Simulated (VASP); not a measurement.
A run of VASP 6.6.1:

Contents of POSCAR:

```
Be
1.0
    1.6897228717      0.0000000000      0.0000000000
   -0.8448614359      1.4633429323      0.0000000000
    0.0000000000      0.0000000000      1.5851293412
Be
1
Direct
    0.0000000000      0.0000000000      0.0000000000
```

Contents of INCAR.step1:

```
ALGO = Normal
EDIFF = 1E-6
ENCUT = 520
GGA = PE
ISIF = 2
ISMEAR = -1
LASPH = True
LCHARG = True
LREAL = False
LWAVE = False
NBANDS = 7
NELM = 100
PREC = Accurate
SIGMA = 0.05
```

KPOINTS.step1

```
k-points
0
Gamma
  20 20 18
```

Contents of INCAR.step2:

```
ALGO = Normal
EDIFF = 1E-6
ENCUT = 520
GGA = PE
ICHARG = 11
ISIF = 2
ISMEAR = -5
LASPH = True
LCHARG = False
LORBIT = 11
LREAL = False
LWAVE = False
NBANDS = 7
NEDOS = 1001
NELM = 100
PREC = Accurate
SIGMA = 0.05
```

The input KPOINTS.step2:

```
k-points
0
Gamma
  30 30 27
```

Potentials or basis: VASP PAW PBE potentials, release 64 (Be).

Launch:

```sh
$ cat potpaw_PBE.64/Be/POTCAR > POTCAR
$ cp INCAR.step1 INCAR
$ cp KPOINTS.step1 KPOINTS
$ mpirun -np 1 vasp_std > vasp.out
$ cp INCAR.step2 INCAR
$ cp KPOINTS.step2 KPOINTS
$ mpirun -np 1 vasp_std > vasp.out
```

Hardware: 1 thread of Intel(R) Xeon(R) Platinum 8488C (Sapphire Rapids) (shared host).

**Question.** Estimate the wall time of this run.

**Answer.** It took 21 s on 1 thread of Intel(R) Xeon(R) Platinum 8488C (Sapphire Rapids), on a shared host, peak memory 0.16 GiB. Counts: k points 1274.
